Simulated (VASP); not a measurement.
# MoP (P-6m2) in VASP: notebook

The runs below take MoP through relaxation of the atoms, with r2SCAN.

All numbers are computed with VASP 6.6.1; they aren't measurements. Logs are shortened: lines on timing, memory, paths and dates and some standing lists are left out, and cuts for length are marked.

## Step 1: The cell of the first run

Symmetry: P-6m2, No. 187, hexagonal system. Conventional cell: a = 3.258 Å, b = 3.258 Å, c = 3.202 Å, α = 90.00°, β = 90.00°, γ = 120.00°. Within 3.3 Å of Mo (site symmetry -6m2) lie 6 P at 2.47 Å and 8 Mo at 3.20 to 3.26 Å. P (site symmetry -6m2) has 6 Mo at 2.47 Å and 8 P at 3.20 to 3.26 Å within 3.3 Å.

## Step 2: Relaxation of the atoms, r2SCAN

POSCAR

```
MoP
1.0
    3.2577260500      0.0000000000      0.0000000000
   -1.6288630200      2.8212735100      0.0000000000
    0.0000000000      0.0000000000      3.2016750800
Mo P
1 1
Direct
    0.0000000000      0.0000000000      0.0000000000
    0.3333333300      0.6666666700      0.5000000000
```

INCAR.step1

```
SYSTEM = MoP
  ALGO = Normal
  EDIFF = 1E-5
  EDIFFG = -0.01
  ENCUT = 500
  GGA = PE
  GGA_COMPAT = .FALSE.
  IBRION = 2
  ISMEAR = -1
  LASPH = .TRUE.
  LCHARG = .FALSE.
  LREAL = .FALSE.
  LWAVE = .TRUE.
  NELM = 120
  NELMIN = 4
  NSW = 100
  PREC = Accurate
  SIGMA = 0.1
```

INCAR.step2

```
SYSTEM = MoP
  ALGO = Normal
  EDIFF = 1E-7
  EDIFFG = -0.01
  ENCUT = 500
  GGA_COMPAT = .FALSE.
  IBRION = 2
  ISIF = 2
  ISMEAR = -1
  ISTART = 1
  LASPH = .TRUE.
  LCHARG = .FALSE.
  LMIXTAU = .TRUE.
  LREAL = .FALSE.
  LWAVE = .FALSE.
  METAGGA = R2SCAN
  NELM = 120
  NELMIN = 4
  NSW = 50
  PREC = Accurate
  SIGMA = 0.1
```

KPOINTS

```
k-points
0
G
  12 12 11
  0 0 0
```

Potentials or basis: VASP PAW PBE potentials, release 64 (Mo_sv, P).

Started as:

```sh
cat potpaw_PBE.64/Mo_sv/POTCAR potpaw_PBE.64/P/POTCAR > POTCAR
cp INCAR.step1 INCAR
mpirun -np 1 vasp_std > vasp.out
cp INCAR.step2 INCAR
mpirun -np 1 vasp_std > vasp.out
```

OUTCAR:

```text
SYSTEM = MoP
   EDIFF = 1E-7
   EDIFFG = -0.01
   ENCUT = 500
   IBRION = 2
   ISIF = 2
   ISMEAR = -1
   ISTART = 1
   LASPH = .TRUE.
   LREAL = .FALSE.
   METAGGA = R2SCAN
   NELM = 120
   NELMIN = 4
   NSW = 50
   PREC = Accurate

 ion  position               nearest neighbor table
   1  0.000  0.000  0.000-   2 2.47   2 2.47   2 2.47   2 2.47   2 2.47   2 2.47
   2  0.333  0.667  0.500-   1 2.47   1 2.47   1 2.47   1 2.47   1 2.47   1 2.47

  LATTYP: Found a hexagonal cell.
 ALAT       =     3.2577260500
 C/A-ratio  =     0.9827944495

  Lattice vectors:

 A1 = (   3.2577260500,   0.0000000000,   0.0000000000)
 A2 = (  -1.6288630200,   2.8212735100,   0.0000000000)
 A3 = (   0.0000000000,   0.0000000000,   3.2016750800)

Analysis of symmetry for initial positions (statically):
=====================================================================
 Subroutine PRICEL returns:
 Original cell was already a primitive cell.

 Routine SETGRP: Setting up the symmetry group for a
 hexagonal supercell.

 Subroutine GETGRP returns: Found 12 space group operations
 (whereof 12 operations were pure point group operations)
 out of a pool of 24 trial point group operations.

The static configuration has the point symmetry D_3h.

Analysis of symmetry for dynamics (positions and initial velocities):
=====================================================================
 Subroutine PRICEL returns:
 Original cell was already a primitive cell.

 Routine SETGRP: Setting up the symmetry group for a
 hexagonal supercell.

 Subroutine GETGRP returns: Found 12 space group operations
 (whereof 12 operations were pure point group operations)
 out of a pool of 24 trial point group operations.

The dynamic configuration has the point symmetry D_3h.

 Subroutine INISYM returns: Found 12 space group operations
 (whereof 12 operations are pure point group operations),
 and found     1 'primitive' translations

----------------------------------------------------------------------------------------

                                     Primitive cell

  volume of cell :      29.4264

  direct lattice vectors                    reciprocal lattice vectors
     3.257726050  0.000000000  0.000000000     0.306962582  0.177224929  0.000000000
    -1.628863020  2.821273510  0.000000000     0.000000000  0.354449860  0.000000000
     0.000000000  0.000000000  3.201675080     0.000000000  0.000000000  0.312336504

  length of vectors
     3.257726050  3.257726041  3.201675080     0.354449859  0.354449860  0.312336504

  position of ions in fractional coordinates (direct lattice)
     0.000000000  0.000000000  0.000000000
     0.333333330  0.666666670  0.500000000

  ion indices of the primitive-cell ions
   primitive index   ion index
                 1           1
                 2           2

----------------------------------------------------------------------------------------

 KPOINTS: k-points

Automatic generation of k-mesh.
 Grid dimensions read from file:
 generate k-points for:   12   12   11

 Generating k-lattice:

  Cartesian coordinates                     Fractional coordinates (reciprocal lattice)
     0.025580215  0.014768744  0.000000000     0.083333333  0.000000000  0.000000000
     0.000000000  0.029537488  0.000000000     0.000000000  0.083333333  0.000000000
     0.000000000  0.000000000  0.028394228     0.000000000  0.000000000  0.090909091

  Length of vectors
     0.029537488  0.029537488  0.028394228

  Shift w.r.t. Gamma in fractional coordinates (k-lattice)
     0.000000000  0.000000000  0.000000000

 Subroutine IBZKPT returns following result:
 ===========================================

 Found    114 irreducible k-points:

 Following reciprocal coordinates:
            Coordinates               Weight
  0.000000  0.000000  0.000000      1.000000
  0.083333  0.000000  0.000000      6.000000
  0.166667  0.000000  0.000000      6.000000
  0.250000  0.000000  0.000000      6.000000
  0.333333  0.000000  0.000000      6.000000
  0.416667 -0.000000  0.000000      6.000000
[... 16 lines left out ...]
  0.250000  0.000000  0.090909     12.000000
  0.333333  0.000000  0.090909     12.000000
 [... further k-points ...]
   k-points           NKPTS =    114   k-points in BZ     NKDIM =    114   number of bands    NBANDS=     13
   number of dos      NEDOS =    301   number of ions     NIONS =      2
   total plane-waves  NPLWV =  13824
   dimension x,y,z NGX =    24 NGY =   24 NGZ =   24
   dimension x,y,z NGXF=    48 NGYF=   48 NGZF=   48
   ions per type =               1   1
   NGX,Y,Z   is equivalent  to a cutoff of  12.25, 12.25, 12.46 a.u.
   NGXF,Y,Z  is equivalent  to a cutoff of  24.50, 24.50, 24.92 a.u.
 SYSTEM =  MoP
   PREC   = accura    normal or accurate (medium, high low for compatibility)
   ISTART =      1    job   : 0-new  1-cont  2-samecut
   ICHARG =      0    charge: 1-file 2-atom 10-const
   ISPIN  =      1    spin polarized calculation?
   LNONCOLLINEAR =      F non collinear calculations
   LSORBIT =      F    spin-orbit coupling
   LASPH  =      T    aspherical Exc in radial PAW
   ENCUT  =  500.0 eV  36.75 Ry    6.06 a.u.   5.94  5.94  5.84*2*pi/ulx,y,z
   NELM   =    120;   NELMIN=  4; NELMDL=  0     # of ELM steps
   EDIFF  = 0.1E-06   stopping-criterion for ELM
   LREAL  =      F    real-space projection
   EDIFFG = -.1E-01   stopping-criterion for IOM
   NSW    =     50    number of steps for IOM
   IBRION =      2    ionic relax: 0-MD 1-quasi-New 2-CG
   NFREE  =      1    steps in history (QN), initial steepest desc. (CG)
   ISIF   =      2    stress and relaxation
   ISYM   =      2    0-nonsym 1-usesym 2-fastsym
   POTIM  = 0.5000    time-step for ionic-motion
   TEBEG  =    0.0;   TEEND  =   0.0 temperature during run
   PSTRESS=    0.0 pullay stress
   NELECT =      19.0000    total number of electrons
   NUPDOWN=      -1.0000    fix difference up-down
   EMIN   =  10.00;   EMAX   =-10.00  energy-range for DOS
   EFERMI =   0.00;   METHOD = LEGACY
   ISMEAR =    -1;   SIGMA  =   0.10  broadening in eV -4-tet -1-fermi 0-gaus
   EFERMI_NEDOS =   21; number of points for ismear=-14 and -15
   IALGO  =     38    algorithm
   IMIX   =      4    mixing-type and parameters
     AMIX     =   0.40;   BMIX     =  1.00
     AMIX_MAG =   1.60;   BMIX_MAG =  1.00
  volume/ion in A,a.u.               =      14.71        99.29
  Fermi-wavevector in a.u.,A,eV,Ry     =   1.414969  2.673904 27.240744  2.002138
  Thomas-Fermi vector in A             =   2.536456
   LORBIT       =      0    0 simple, 1 ext, 2 COOP (PROOUT), +10 PAW based schemes
   METAGGA = R2SCAN    functional components
   LHFCALC =     F    Hartree Fock is set to
   AEXX    =    0.0000 exact exchange contribution
   IVDW    =     0    specifies the selected vdW correction
   LEPSILON=     F    determine dielectric tensor
   LRPA    =     F    only Hartree local field effects (RPA)
 conjugate gradient relaxation of ions
 non-spin polarized calculation
  energy-cutoff  :      500.00
  volume of cell :       29.43
 maximum number of plane-waves:       763
 NGX is ok and might be reduce to    24
   NGX = 11   NGY = 11   NGZ = 11

 number of electron      19.0000001 magnetization

 Free energy of the ion-electron system (eV)
  ---------------------------------------------------
  ext. energy  EPLUGINS =         0.00000000
  ---------------------------------------------------
  free energy    TOTEN  =       -36.46622356 eV

  energy without entropy =      -36.43852928  energy(sigma->0) =      -36.45237642

 E-fermi :  11.5381     XC(G=0): -13.3785

 val. band max:       11.5222411899   @ k =   0.0000   0.0000   0.2727
 cond. band min:      11.5559845576   @ k =   0.4167   0.1667   0.0909
 fundamental gap:      0.0337433677
 Fermi energy:        11.5381483105

 k-point     1 :       0.0000    0.0000    0.0000
  band No.  band energies     occupation
      1     -51.6273      2.00000
      2     -25.0376      2.00000
      3     -24.8500      2.00000
      4     -24.8500      2.00000
      5      -2.9238      2.00000
      6       7.4217      2.00000
      7       8.0862      2.00000
      8       8.0862      2.00000
      9      10.7838      1.99894
     10      11.7878      0.15221
     11      11.7878      0.15221
     12      15.7617      0.00000
     13      15.7617      0.00000

 k-point     2 :       0.0833    0.0000    0.0000
  band No.  band energies     occupation
      1     -51.6251      2.00000
      2     -25.0346      2.00000
      3     -24.8728      2.00000
      4     -24.8552      2.00000
      5      -2.7945      2.00000
      6       7.2993      2.00000
      7       8.0249      2.00000
      8       8.1951      2.00000
      9      10.0966      2.00000
     10      11.7366      0.24164
     11      12.5774      0.00006
     12      15.2298      0.00000
     13      15.5080      0.00000

 k-point     3 :       0.1667    0.0000    0.0000
  band No.  band energies     occupation
      1     -51.6193      2.00000
      2     -25.0263      2.00000
      3     -24.9348      2.00000
      4     -24.8694      2.00000
      5      -2.4216      2.00000
      6       6.7452      2.00000
      7       8.1143      2.00000
      8       8.5051      2.00000
      9       9.2134      2.00000
     10      11.6009      0.69636
     11      13.7385      0.00000
     12      14.2056      0.00000
     13      14.9412      0.00000

 k-point     4 :       0.2500    0.0000    0.0000
  band No.  band energies     occupation
      1     -51.6113      2.00000
      2     -25.0183      2.00000
      3     -25.0150      2.00000
      4     -24.8887      2.00000
      5      -1.8515      2.00000
      6       5.9291      2.00000
      7       8.2558      2.00000
      8       8.4779      2.00000
      9       8.9637      2.00000
     10      11.4242      1.51525
     11      13.4091      0.00000
     12      14.3279      0.00000
     13      14.8371      0.00000

 k-point     5 :       0.3333    0.0000    0.0000
  band No.  band energies     occupation
      1     -51.6033      2.00000
      2     -25.1008      2.00000
      3     -25.0036      2.00000
      4     -24.9079      2.00000
      5      -1.1732      2.00000
      6       5.0862      2.00000
      7       7.9348      2.00000
      8       8.1874      2.00000
      9       9.4766      2.00000
     10      11.2565      1.88714
     11      13.2602      0.00000
     12      13.8031      0.00000
     13      15.6941      0.00000
[... 257 lines left out ...]
 k-point    22 :       0.1667    0.0000    0.0909
  band No.  band energies     occupation
      1     -51.6176      2.00000
      2     -25.0502      2.00000
      3     -24.9320      2.00000
      4     -24.8672      2.00000
      5      -2.2983      2.00000
      6       6.7915      2.00000
      7       7.8536      2.00000
      8       8.5230      2.00000
      9       9.1860      2.00000
     10      11.2778      1.86218
     11      13.3634      0.00000
     12      14.6627      0.00000
     13      15.3197      0.00000

 k-point    23 :       0.2500    0.0000    0.0909
  band No.  band energies     occupation
      1     -51.6097      2.00000
      2     -25.0389      2.00000
      3     -25.0144      2.00000
      4     -24.8864      2.00000
      5      -1.7474      2.00000
      6       5.9928      2.00000
      7       7.7957      2.00000
      8       8.7016      2.00000
      9       8.8845      2.00000
     10      11.2042      1.93150
     11      13.5988      0.00000
     12      14.6391      0.00000
     13      14.7455      0.00000

 k-point    24 :       0.3333    0.0000    0.0909
  band No.  band energies     occupation
      1     -51.6017      2.00000
      2     -25.0974      2.00000
      3     -25.0259      2.00000
      4     -24.9055      2.00000
      5      -1.0951      2.00000
      6       5.1354      2.00000
      7       7.4985      2.00000
      8       8.5507      2.00000
      9       9.1911      2.00000
     10      11.3066      1.82025
     11      13.4042      0.00000
     12      14.1814      0.00000
     13      15.2846      0.00000

 [... further k-points ...]

------------------------ aborting loop because EDIFF is reached ----------------------------------------

  FORCE on cell =-STRESS in cart. coord.  units (eV):
  Direction    XX          YY          ZZ          XY          YZ          ZX
  --------------------------------------------------------------------------------------
  -------------------------------------------------------------------------------------
  Total       -0.6881675     -0.6881675     -0.9048813     -0.0000000      0.0000000      0.0000000
  in kB      -37.4686209    -37.4686207    -49.2680306     -0.0000001      0.0000000      0.0000000
  external PRESSURE =     -41.4017574 kB  Pullay stress =       0.0000000 kB

 VOLUME and BASIS-vectors are now :
 -----------------------------------------------------------------------------
  energy-cutoff  :      500.00
  volume of cell :       29.43
      direct lattice vectors                 reciprocal lattice vectors
     3.257726050  0.000000000  0.000000000     0.306962582  0.177224929  0.000000000
    -1.628863020  2.821273510  0.000000000     0.000000000  0.354449860  0.000000000
     0.000000000  0.000000000  3.201675080     0.000000000  0.000000000  0.312336504

 POSITION                                       TOTAL-FORCE (eV/Angst)
 -----------------------------------------------------------------------------------
      0.00000      0.00000      0.00000         0.000000     -0.000000      0.000000
     -0.00000      1.88085      1.60084        -0.000000      0.000000      0.000000
 -----------------------------------------------------------------------------------
    total drift:                                0.000002     -0.000001     -0.000000

  FREE ENERGIE OF THE ION-ELECTRON SYSTEM (eV)
  ---------------------------------------------------
  free  energy   TOTEN  =       -36.4662235602 eV

  energy  without entropy=      -36.4385292814  energy(sigma->0) =      -36.45237642

 reached required accuracy - stopping structural energy minimisation
```

Wall time 36 s (1 thread of Intel Xeon 6975P-C (Granite Rapids), shared host); peak memory 0.17 GiB.

What came out:

| Quantity | Value |
| --- | --- |
| Free energy | -36.4662 eV |
| Pressure after relaxing | -4.1 GPa |
| Band gap on the k mesh | zero (an odd number of electrons rules out a gap without spin polarisation) |

Final structure:
```
CELL_PARAMETERS angstrom
3.25773 0.00000 0.00000
-1.62886 2.82127 0.00000
0.00000 0.00000 3.20168
ATOMIC_POSITIONS crystal
Mo 0.00000 0.00000 0.00000
P 0.33333 0.66667 0.50000
```

Caveat: the relaxation stopped at its first step, so nothing moved; the PAW data sets were made with another functional, which shifts forces and pressure a little.

## Step 3: Relaxation of the atoms, r2SCAN

This run uses another cell than the first one, of 13.85 Å³/atom.

POSCAR

```
MoP
1.0
    3.1925539700      0.0000000000      0.0000000000
   -1.5962769800      2.7648328400      0.0000000000
    0.0000000000      0.0000000000      3.1376243200
Mo P
1 1
Direct
    0.0000000000      0.0000000000      0.0000000000
    0.3333333300      0.6666666700      0.5000000000
```

INCAR.step1

```
SYSTEM = MoP
PREC = Accurate
ENCUT = 500
ISMEAR = -1
SIGMA = 0.1
LREAL = .FALSE.
LASPH = .TRUE.
NELM = 120
GGA = PE
ALGO = Normal
EDIFF = 1E-5
LWAVE = .TRUE.
LCHARG = .FALSE.
GGA_COMPAT = .FALSE.
IBRION = 2
EDIFFG = -0.01
NELMIN = 4
NSW = 100
```

INCAR.step2

```
SYSTEM = MoP
PREC = Accurate
ENCUT = 500
EDIFF = 1E-7
ISMEAR = -1
SIGMA = 0.1
LREAL = .FALSE.
LASPH = .TRUE.
NELM = 120
ALGO = Normal
ISIF = 2
LWAVE = .FALSE.
LCHARG = .FALSE.
METAGGA = R2SCAN
LMIXTAU = .TRUE.
IBRION = 2
NSW = 50
EDIFFG = -0.01
ISTART = 1
GGA_COMPAT = .FALSE.
NELMIN = 4
```

KPOINTS

```
Automatic mesh
0
G
  12 12 11
  0 0 0
```

Potentials or basis: VASP PAW PBE potentials, release 64 (Mo_sv, P).

Started as:

```sh
cat potpaw_PBE.64/Mo_sv/POTCAR potpaw_PBE.64/P/POTCAR > POTCAR
cp INCAR.step1 INCAR
mpirun -np 1 vasp_std > vasp.out
cp INCAR.step2 INCAR
mpirun -np 1 vasp_std > vasp.out
```

Run time: 1.8 min. Hardware: 1 thread of Intel Xeon 8259CL, shared host; peak memory 0.17 GiB.

The run converged. Its results:

```
Free energy             : -36.4345 eV
Pressure after relaxing : 10.7 GPa
Band gap on the k mesh  : zero (an odd number of electrons rules out a gap without spin polarisation)
```

Stress tensor (GPa, compression positive):
```
 9.83  0.00  0.00
 0.00  9.83  0.00
 0.00  0.00 12.44
```

Final structure:
```
CELL_PARAMETERS angstrom
3.19255 0.00000 0.00000
-1.59628 2.76483 0.00000
0.00000 0.00000 3.13762
ATOMIC_POSITIONS crystal
Mo 0.00000 0.00000 0.00000
P 0.33333 0.66667 0.50000
```

Levels at points of the mesh, in eV from the Fermi level:
| k point | band 7 | band 8 | band 9 | band 10 | band 11 | band 12 | band 13 |
| --- | --- | --- | --- | --- | --- | --- | --- |
| (0.00, 0.00, 0.00) | -3.68 | -3.68 | -0.67 | 0.29 | 0.29 | 4.54 | 4.54 |
| (0.50, 0.00, 0.00) | -4.29 | -4.04 | -1.45 | -0.48 | 1.92 | 2.69 | 5.10 |

Caveat: the relaxation stopped at its first step, so nothing moved; the PAW data sets were made with another functional, which shifts forces and pressure a little.
